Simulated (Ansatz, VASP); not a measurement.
**Na3Cl: VASP beside Ansatz**

INCAR

```
SYSTEM = Na3Cl
PREC = Accurate
ENCUT = 520
EDIFF = 1E-6
ISMEAR = -1
SIGMA = 0.15
LREAL = .FALSE.
LASPH = .TRUE.
NELM = 100
ALGO = Normal
ISIF = 2
LWAVE = .FALSE.
LCHARG = .FALSE.
GGA = B5
ALDAX = 1.0
AGGAX = 1.0
AGGAC = 1.0
ALDAC = 0.0
NBANDS = 22
```

The input KPOINTS:

```
regular mesh
0
G
  7 7 3
  0 0 0
```

Contents of POSCAR:

```
Na3Cl
1.0
    3.4864200000      0.0000000000      0.0000000000
    0.0000000000      3.4864200000      0.0000000000
    0.0000000000      0.0000000000      9.4869700000
Na Cl
3 1
Direct
    0.0000000000      0.0000000000      0.5000000000
    0.5000000000      0.5000000000      0.8256700000
    0.5000000000      0.5000000000      0.1743300000
    0.0000000000      0.0000000000      0.0000000000
```

Input for Ansatz:

```yaml
crystal:
  lattice:
    - [3.48642, 0.0, 0.0]
    - [0.0, 3.48642, 0.0]
    - [0.0, 0.0, 9.48697]
  atoms:
    - { symbol: Na, position: [0.0, 0.0, 0.5] }
    - { symbol: Na, position: [0.5, 0.5, 0.82567] }
    - { symbol: Na, position: [0.5, 0.5, 0.17433] }
    - { symbol: Cl, position: [0.0, 0.0, 0.0] }
basis:
  ecutwfc: 420.0
kpoints:
  mp_grid:
    grid: [7, 7, 3]
    shift: [0.0, 0.0, 0.0]
hamiltonian:
  xc: blyp
  pseudopotentials:
    kind: paw
scf:
  occupations:
    method: fermi_dirac
    width: 0.15
output:
  forces: true
  stress: true
```

Alike in both runs: task single point; functional BLYP; k mesh 7 × 7 × 3; occupations fermi-dirac, width 0.15 eV; no spin polarisation.

```csv
,VASP,Ansatz
version,VASP 6.6.1,Ansatz 0.2.0
potentials or method,"VASP PAW PBE potentials, release 64 (Na_pv, Cl), cutoff 520 eV","plane waves, PAW"
valence electrons in the cell,28,34
```

```csv
,VASP,Ansatz,Ansatz less VASP
pressure (GPa),1.1,1.1,+0.06
"traceless stress, the component that is largest in VASP (GPa)",-0.51,-0.51,-0.004
rms of the force components (eV/Å),0.070,0.070,-0.0002
```

VASP's potentials were made for PBE, not for BLYP. Atom by atom the forces differ by 0.000 eV/Å (rms over components). With one functional, cell and mesh, what is left measures potentials, basis and numerics. VASP's potentials hold 28 valence electrons a cell and Ansatz's 34, so a difference there can come from the potentials and not from the codes.
